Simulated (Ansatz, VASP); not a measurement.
**Sc3Al in VASP and in Ansatz**

```
Sc Al
1.0
     6.31201    0.00000    0.00000
    -3.15601    5.46636    0.00000
     0.00000    0.00000    5.07970
Sc Al
6 2
Direct
  0.82880 0.17120 0.75000
  0.34239 0.17120 0.75000
  0.82880 0.65761 0.75000
  0.17120 0.82880 0.25000
  0.65761 0.82880 0.25000
  0.17120 0.34239 0.25000
  0.66667 0.33333 0.25000
  0.33333 0.66667 0.75000
```

Alike in both runs: task single point; functional PBEsol; k mesh 6 × 6 × 8; occupations gaussian, width 0.1 eV; no spin polarisation.

```csv
,VASP,Ansatz
version,VASP 6.6.1,Ansatz 0.2.0
potentials or method,"VASP PAW PBE potentials, release 64 (Sc_sv, Al), cutoff 520 eV","scalar-relativistic, plane waves, PAW"
valence electrons in the cell,72,72
```

```csv
,VASP,Ansatz,Ansatz less VASP
gap on the k mesh at the Fermi level (eV),none,none,-
pressure (GPa),-2.7,-2.8,-0.06
"traceless stress, the component that is largest in VASP (GPa)",-0.38,-0.37,+0.005
rms of the force components (eV/Å),0.020,0.020,+0.0004
```

VASP's potentials were made for PBE, not for PBEsol. Atom by atom the forces differ by 0.000 eV/Å (rms over components). A gap of «none» marks a metal or a gap that the smearing closes. The functional is the same, so the differences come from potentials, cutoffs and numerics.
